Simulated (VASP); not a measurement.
## Sr: single point with PBE

Sr:

```
Sr
1.0
     4.40032    0.00000    0.00000
    -2.20016    3.81079    0.00000
     0.00000    0.00000   14.42782
Sr
4
Direct
  0.00000 0.00000 0.00000
  0.33333 0.66667 0.25000
  0.00000 0.00000 0.50000
  0.66667 0.33333 0.75000
```

This cell differs from its parent crystal: volume scaled by 1.10, then relaxed in part.

```json
{
  "Program": "VASP 6.6.1",
  "Task": "single point",
  "Functional": "PBE",
  "Potentials or basis": "VASP PAW PBE potentials, release 64 (Sr_sv)",
  "Cutoff": "520 eV",
  "k mesh": "12 × 12 × 4",
  "Occupations": "gaussian, width 0.1 eV",
  "Spin": "no spin polarisation"
}
```

```
Pressure               : -0.9 GPa
Band gap on the k mesh : zero (band 20 reaches 1.46 eV, above the bottom of band 21 at 1.22 eV)
```

Levels at points of the mesh, in eV from the Fermi level:
```
           k point  band 16  band 17  band 18  band 19  band 20  band 21  band 22  band 23  band 24  band 25
(0.00, 0.00, 0.00)   -18.72    -3.51    -2.65    -2.64    -1.10    -0.06     1.20     1.22     2.11     2.12
(0.50, 0.00, 0.00)   -18.74    -1.09    -0.77    -0.76    -0.56     0.03     0.13     0.33     0.34     1.05
(0.00, 0.00, 0.50)   -18.72    -3.28    -3.28    -1.75    -1.75     0.47     0.47     1.88     1.88     2.18
(0.50, 0.00, 0.50)   -18.74    -0.99    -0.99    -0.61    -0.61     0.07     0.07     0.37     0.37     0.98
```

It took 4.7 min on 1 thread of Intel(R) Xeon(R) Platinum 8488C (Sapphire Rapids), with other jobs on the host, peak memory 0.55 GiB.
